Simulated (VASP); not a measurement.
## Sr3B2: single point with PBE

Crystal: Sr3B2.

```xyz
10
Lattice="-2.7020 4.6799 0.0000 0.0000 0.0000 5.6100 8.1059 4.6799 0.0000" Properties=species:S:1:pos:R:3 pbc="T T T"
Sr    0.0000    3.1200    0.0000
Sr    2.7020    7.7999    0.0000
Sr    0.0000    6.2399    0.0000
Sr    5.4039    6.2399    0.0000
Sr    2.7020    4.6799    2.8050
Sr    0.0000    0.0000    2.8050
B     0.0000    3.1200    2.8050
B     2.7020    7.7999    2.8050
B     0.0000    6.2399    2.8050
B     5.4039    6.2399    2.8050
```

```
Program                : VASP 6.6.1
Task                   : single point
Functional             : PBE
Potentials or basis    : VASP PAW PBE potentials, release 64 (Sr_sv, B)
Cutoff                 : 520 eV
k mesh                 : 4 × 4 × 4
Occupations            : gaussian, width 0.2 eV
Spin                   : no spin polarisation
Dipole correction      : no
Further INCAR settings : ALGO = Fast; EDIFF = 1e-07; NBANDS = 47
```

```
Pressure               : 0.1 GPa
Largest force          : 0.018 eV/Å
Band gap on the k mesh : zero (bands 36 and 37 overlap by 0.61 eV)
```

Forces on the atoms (eV/Å):
```
Sr  -0.001 -0.001  0.000
Sr  -0.001 -0.001  0.000
Sr   0.001  0.001  0.000
Sr   0.001  0.001  0.000
Sr   0.000  0.000  0.000
Sr   0.000  0.000  0.000
B   -0.016 -0.009  0.000
B   -0.016 -0.009  0.000
B    0.016  0.009  0.000
B    0.016  0.009  0.000
```

Stress tensor (GPa, compression positive):
```
 0.11  0.11  0.00
 0.11 -0.02  0.00
 0.00  0.00  0.06
```

Levels at points of the mesh, in eV from the Fermi level:
```
           k point  band 33  band 34  band 35  band 36  band 37  band 38  band 39  band 40
(0.00, 0.00, 0.00)    -0.85    -0.39    -0.27     0.31     0.36     0.66     0.75     1.04
(0.50, 0.00, 0.00)    -0.23    -0.23     0.25     0.25     0.52     0.52     0.59     0.59
(0.00, 0.50, 0.00)    -1.45    -1.00    -0.85    -0.41    -0.18     0.22     1.06     1.06
(0.50, 0.50, 0.00)    -0.86    -0.86    -0.40    -0.40     0.11     0.11     0.57     0.57
(0.00, 0.00, 0.50)    -0.35    -0.35    -0.34    -0.34     0.47     0.47     0.83     0.83
(0.50, 0.00, 0.50)    -0.27    -0.27     0.31     0.31     0.36     0.36     0.66     0.66
(0.00, 0.50, 0.50)    -0.79    -0.79    -0.23    -0.23    -0.10    -0.10     0.59     0.59
(0.50, 0.50, 0.50)    -1.00    -1.00    -0.85    -0.85    -0.18    -0.18     1.06     1.06
```

It took 12 min on 1 thread of AMD EPYC 7R13 Processor (Zen 3) (shared host), peak memory 0.47 GiB.
